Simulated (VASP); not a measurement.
# BN (P6_3mc) in VASP: a series of runs, part 2 of 2

VASP 6.6.1. The steps go on from the part before.

### 4 Single point, PBE (uniaxial z strain -3.0%)

File INCAR:

```
PREC = Accurate
ENCUT = 520
EDIFF = 1E-6
ISMEAR = 0
SIGMA = 0.01
LREAL = F
LASPH = T
NELM = 60
ALGO = Normal
ISIF = 2
LWAVE = F
LCHARG = T
GGA = PE
LELF = T
LVHAR = T
NBANDS = 16
```

File KPOINTS:

```
Automatic mesh
0
Gamma
  6 6 4
```

File POSCAR:

```
BN
1.0
    2.5439499996      0.0000000000      0.0000000000
   -1.2719749998      2.2031253256      0.0000000000
    0.0000000000      0.0000000000      4.0815808813
B N
2 2
Direct
    0.3333333333      0.6666666667     -0.0000904068
    0.6666666667      0.3333333333      0.4999095932
    0.3333333333      0.6666666667      0.3750904068
    0.6666666667      0.3333333333      0.8750904068
```

Potentials or basis: VASP PAW PBE potentials, release 64 (B, N).

Run with:

```bash
$ cat potpaw_PBE.64/B/POTCAR potpaw_PBE.64/N/POTCAR > POTCAR
$ mpirun -np 1 vasp_std > vasp.out
```

OUTCAR:

```text
PREC = Accurate
   ENCUT = 520
   EDIFF = 1E-6
   ISMEAR = 0
   LREAL = F
   LASPH = T
   NELM = 60
   ISIF = 2
   GGA = PE

 ion  position               nearest neighbor table
   1  0.333  0.667  1.000-   3 1.53   4 1.55   4 1.55   4 1.55
   2  0.667  0.333  0.500-   4 1.53   3 1.55   3 1.55   3 1.55
   3  0.333  0.667  0.375-   1 1.53   2 1.55   2 1.55   2 1.55
   4  0.667  0.333  0.875-   2 1.53   1 1.55   1 1.55   1 1.55

  LATTYP: Found a hexagonal cell.
 ALAT       =     2.5439499996
 C/A-ratio  =     1.6044265343

  Lattice vectors:

 A1 = (   2.5439499996,   0.0000000000,   0.0000000000)
 A2 = (  -1.2719749998,   2.2031253256,   0.0000000000)
 A3 = (   0.0000000000,   0.0000000000,   4.0815808813)

Analysis of symmetry for initial positions (statically):
=====================================================================
 Subroutine PRICEL returns:
 Original cell was already a primitive cell.

 Routine SETGRP: Setting up the symmetry group for a
 hexagonal supercell.
[... 169 lines left out ...]

 E-fermi :   8.0659     XC(G=0): -12.9688

 val. band max:        7.9411237537   @ k =   0.0000   0.0000   0.0000
 cond. band min:      13.2256152978   @ k =   0.3333   0.3333   0.0000
 fundamental gap:      5.2844915441
 Fermi energy:         8.0659085546

 k-point     1 :       0.0000    0.0000    0.0000
  band No.  band energies     occupation
      1     -12.8183      2.00000
      2      -8.2315      2.00000
      3      -3.1778      2.00000
      4       5.5129      2.00000
      5       5.5129      2.00000
      6       7.7798      2.00000
[... 376 lines left out ...]
      3      -1.1706      2.00000
      4      -1.1706      2.00000
      5       0.0145      2.00000
      6       0.0145      2.00000
[... 8 lines left out ...]
     15      25.0124      0.00000
     16      25.0124      0.00000

------------------------ aborting loop because EDIFF is reached ----------------------------------------

  FORCE on cell =-STRESS in cart. coord.  units (eV):
  Direction    XX          YY          ZZ          XY          YZ          ZX
  --------------------------------------------------------------------------------------
  -------------------------------------------------------------------------------------
  Total        1.0465575      1.0465575      5.6927677      0.0000000      0.0000000      0.0000000
  in kB       73.2989087     73.2989087    398.7106760      0.0000000      0.0000000      0.0000000
  external PRESSURE =     181.7694978 kB  Pullay stress =       0.0000000 kB

 VOLUME and BASIS-vectors are now :
 -----------------------------------------------------------------------------
  energy-cutoff  :      520.00
  volume of cell :       22.88
      direct lattice vectors                 reciprocal lattice vectors
     2.543950000  0.000000000  0.000000000     0.393089487  0.226950321  0.000000000
    -1.271975000  2.203125326  0.000000000     0.000000000  0.453900642  0.000000000
     0.000000000  0.000000000  4.081580881     0.000000000  0.000000000  0.245003108

 POSITION                                       TOTAL-FORCE (eV/Angst)
 -----------------------------------------------------------------------------------
     -0.00000      1.46875      4.08121        -0.000000      0.000000     -0.045676
      1.27197      0.73438      2.04042         0.000000     -0.000000     -0.045676
     -0.00000      1.46875      1.53096        -0.000000     -0.000000      0.045676
      1.27197      0.73438      3.57175         0.000000      0.000000      0.045676
 -----------------------------------------------------------------------------------
    total drift:                               -0.000000     -0.000000      0.000260

  FREE ENERGIE OF THE ION-ELECTRON SYSTEM (eV)
  ---------------------------------------------------
  free  energy   TOTEN  =       -34.7262995024 eV

  energy  without entropy=      -34.7262995024  energy(sigma->0) =      -34.72629950
```

OSZICAR:

```text
N       E                     dE             d eps       ncg     rms          rms(c)
DAV:   1     0.370458017215E+02    0.37046E+02   -0.84915E+03   672   0.987E+02
DAV:   2    -0.346238417733E+02   -0.71670E+02   -0.67602E+02  1000   0.227E+02
DAV:   3    -0.367859696692E+02   -0.21621E+01   -0.21553E+01   712   0.361E+01
DAV:   4    -0.367907431978E+02   -0.47735E-02   -0.47731E-02   840   0.195E+00
DAV:   5    -0.367907558019E+02   -0.12604E-04   -0.12604E-04   720   0.913E-02    0.978E+00
DAV:   6    -0.349162342552E+02    0.18745E+01   -0.22801E+00   864   0.138E+01    0.469E+00
DAV:   7    -0.347566134083E+02    0.15962E+00   -0.35747E-01   840   0.480E+00    0.282E+00
DAV:   8    -0.347272250501E+02    0.29388E-01   -0.54701E-02   752   0.194E+00    0.266E-01
DAV:   9    -0.347260119346E+02    0.12131E-02   -0.20223E-03   752   0.534E-01    0.143E-01
DAV:  10    -0.347262914923E+02   -0.27956E-03   -0.45679E-04   784   0.170E-01    0.255E-02
DAV:  11    -0.347262996223E+02   -0.81300E-05   -0.37051E-05   840   0.583E-02    0.167E-02
DAV:  12    -0.347262995024E+02    0.11992E-06   -0.63147E-06   792   0.250E-02
   1 F= -.34726300E+02 E0= -.34726300E+02  d E =-.185676E-71
```

stdout:

```text
POSCAR found type information on POSCAR B N
 POSCAR found :  2 types and       4 ions
 scaLAPACK will be used
 LDA part: xc-table for (Slater+PW92), standard interpolation
 POSCAR, INCAR and KPOINTS ok, starting setup
 FFT: planning ... GRIDC
 FFT: planning ... GRID_SOFT
 FFT: planning ... GRID
 WAVECAR not read
 entering main loop
```

Wall time 18 s (1 thread of AMD EPYC 7R13, shared host); peak memory 0.1 GiB.

Results:

```yaml
Free_energy: -34.7263 eV
Pressure: 18.2 GPa
Largest_force: 0.046 eV/Å
Band_gap_on_the_k_mesh: 5.28 eV, indirect (least direct gap 8.24 eV)
```

Forces in eV/Å, atoms in the order of the input:
```
B    0.000  0.000 -0.046
B    0.000  0.000 -0.046
N    0.000  0.000  0.046
N    0.000  0.000  0.046
```

Caveat: the k points lie up to 0.48 Å⁻¹ apart; the cell differs from its parent crystal (uniaxial z strain -3.0%). A k mesh can miss the band edges.

### 5 Single point, PBE (uniaxial z strain -2.0%)

File INCAR:

```
  ALGO = Normal
  EDIFF = 1E-6
  ENCUT = 520
  GGA = PE
  ISIF = 2
  ISMEAR = 0
  LASPH = True
  LCHARG = False
  LREAL = False
  LWAVE = False
  NBANDS = 16
  NELM = 80
  PREC = Accurate
  SIGMA = 0.01
```

File KPOINTS:

```
k-points
0
Gamma
  6 6 4
```

File POSCAR:

```
BN
1.0
    2.5439499996      0.0000000000      0.0000000000
   -1.2719749998      2.2031253256      0.0000000000
    0.0000000000      0.0000000000      4.1236590347
B N
2 2
Direct
    0.3333333333      0.6666666667      0.0001020310
    0.6666666667      0.3333333333      0.5001020310
    0.3333333333      0.6666666667      0.3748979690
    0.6666666667      0.3333333333      0.8748979690
```

Run with:

```bash
$ cat potpaw_PBE.64/B/POTCAR potpaw_PBE.64/N/POTCAR > POTCAR
$ mpirun -np 1 vasp_std > vasp.out
```

Run time: 15 s. Hardware: 1 thread of AMD EPYC 7R13, shared host; peak memory 0.1 GiB.

It converged, with:

```yaml
Free_energy: -34.7760 eV
Pressure: 13.5 GPa
Largest_force: 0.028 eV/Å
Band_gap_on_the_k_mesh: 5.24 eV, indirect (least direct gap 8.28 eV)
```

Forces in eV/Å, atoms in the order of the input:
```
B    0.000  0.000 -0.028
B    0.000  0.000 -0.028
N    0.000  0.000  0.028
N    0.000  0.000  0.028
```

Stress tensor (GPa, compression positive):
```
 6.50  0.00  0.00
 0.00  6.50  0.00
 0.00  0.00 27.41
```

Levels at points of the mesh, in eV from the valence-band top:
```tsv
k point	band 5	band 6	band 7	band 8	band 9	band 10	band 11	band 12
(0.00, 0.00, 0.00)	-2.33	-0.20	0.00	0.00	8.28	8.28	9.37	9.41
(0.50, 0.00, 0.00)	-7.06	-5.21	-4.55	-2.08	6.60	8.19	10.61	11.63
(0.00, 0.00, 0.50)	-1.30	-1.30	-1.30	-1.30	9.43	9.43	9.93	9.93
(0.50, 0.00, 0.50)	-3.90	-3.90	-3.53	-3.53	6.73	6.73	10.33	10.33
```

Caveat: the k points lie up to 0.48 Å⁻¹ apart; the cell differs from its parent crystal (uniaxial z strain -2.0%). A k mesh can miss the band edges.

### 6 Summary

```tsv
cell	gap on the mesh (eV)	pressure (GPa)	largest force (eV/Å)
a = 2.544, b = 2.544, c = 4.208 Å, angles 90.0, 90.0, 120.0°, 4 atoms	5.19	5.0	-
a = 2.544, b = 2.544, c = 4.040 Å, angles 90.0, 90.0, 120.0°, 4 atoms	5.34	23.2	0.06
a = 2.544, b = 2.544, c = 4.082 Å, angles 90.0, 90.0, 120.0°, 4 atoms	5.28	18.2	0.05
a = 2.544, b = 2.544, c = 4.124 Å, angles 90.0, 90.0, 120.0°, 4 atoms	5.24	13.5	0.03
```

Alike in all rows: task single point; level PBE; potentials or basis VASP PAW PBE potentials, release 64 (B, N); no spin polarisation; k mesh 6 × 6 × 4; cutoff (eV) 520; smearing gaussian 0.01 eV.

Caveats: all runs use coarse meshes.

Absolute energies hang on the potentials; compare differences alone.
